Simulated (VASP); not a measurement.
Input of a VASP 6.6.1 run:

The input INCAR:

```
SYSTEM = PbI2Cl2
PREC = Accurate ; ENCUT = 520
EDIFF = 1E-6 ; ISMEAR = 0
SIGMA = 0.1 ; LREAL = .False.
LASPH = .True. ; NELM = 60
ALGO = Normal ; ISIF = 2
LWAVE = .False. ; LCHARG = .False.
GGA = PE ; NBANDS = 29
```

The input KPOINTS:

```
Automatic mesh
0
Gamma
  12 12 6
  0 0 0
```

File POSCAR:

```
PbI2Cl2
1.0
    4.4320798579      0.0000000000      0.0000000000
   -2.2160399289      3.8382937485      0.0000000000
    0.0000000000      0.0000000000     11.8419279370
Pb I Cl
1 2 2
Direct
    0.0000000000      0.0000000000      0.0000000000
    0.3333333333      0.6666666667      0.8207339318
    0.6666666667      0.3333333333      0.1792660682
    0.3333333333      0.6666666667      0.6054242099
    0.6666666667      0.3333333333      0.3945757901
```

Potentials or basis: VASP PAW PBE potentials, release 64 (Pb_d, I, Cl).

Launch:

```console
$ cat potpaw_PBE.64/Pb_d/POTCAR potpaw_PBE.64/I/POTCAR potpaw_PBE.64/Cl/POTCAR > POTCAR
$ mpirun -np 1 vasp_std > vasp.out
```

Task: Estimate the pressure.

Result: -0.1 GPa.

Task: Estimate the band gap on the k mesh.

Result: Zero (bands 21 and 22 overlap by 0.66 eV).

Task: What does it give for the largest force?

Result: 0.040 eV/Å.

Forces in eV/Å, atoms in the order of the input:
```
Pb   0.000  0.000  0.000
I    0.000  0.000 -0.040
I    0.000  0.000  0.040
Cl   0.000  0.000  0.040
Cl   0.000  0.000 -0.040
```

Caveat: spin-orbit coupling is left out, which moves the levels of the heavy elements.
